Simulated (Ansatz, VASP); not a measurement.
**BP in VASP and in Ansatz**

File INCAR:

```
SYSTEM = BP
PREC = Accurate ; ENCUT = 520
EDIFF = 1E-6 ; ISMEAR = -1
SIGMA = 0.08 ; LREAL = .False.
LASPH = .True. ; NELM = 80
ALGO = Normal ; ISIF = 2
LWAVE = .False. ; LCHARG = .False.
GGA = PE ; NBANDS = 11
```

Contents of KPOINTS:

```
regular mesh
0
Gamma
  17 17 17
  0 0 0
```

POSCAR

```
BP
1.0
    0.0000000000      2.2690000000      2.2690000000
    2.2690000000      0.0000000000      2.2690000000
    2.2690000000      2.2690000000      0.0000000000
B P
1 1
Direct
    0.0000000000      0.0000000000      0.0000000000
    0.7500000000      0.7500000000      0.7500000000
```

Input for Ansatz:

```yaml
crystal:
  lattice:
    - [0.0, 2.269, 2.269]
    - [2.269, 0.0, 2.269]
    - [2.269, 2.269, 0.0]
  atoms:
    - { symbol: B, position: [0.0, 0.0, 0.0] }
    - { symbol: P, position: [0.75, 0.75, 0.75] }
kpoints:
  mp_grid: { grid: [17, 17, 17] }
scf:
  occupations: { method: fermi_dirac, width: 0.08 }
hamiltonian:
  xc: pbe
  pseudopotentials: { kind: all_electron, lapw: { basis_error: 0.0005 } }
output:
  forces: true
  stress: true
  eigenvalues: true
```

Alike in both runs: task single point; functional PBE; k mesh 17 × 17 × 17; occupations fermi-dirac, width 0.08 eV; no spin polarisation.

```csv
,VASP,Ansatz
version,VASP 6.6.1,Ansatz 0.2.0
potentials or method,"VASP PAW PBE potentials, release 64 (B, P), cutoff 520 eV","all-electron LAPW, scalar-relativistic"
```

VASP gave:

- pressure (GPa): 0.9

Q: What did Ansatz give for the same quantities?

A: Pressure (GPa): 1.1.

Ansatz ran all-electron here, and VASP with PAW potentials.
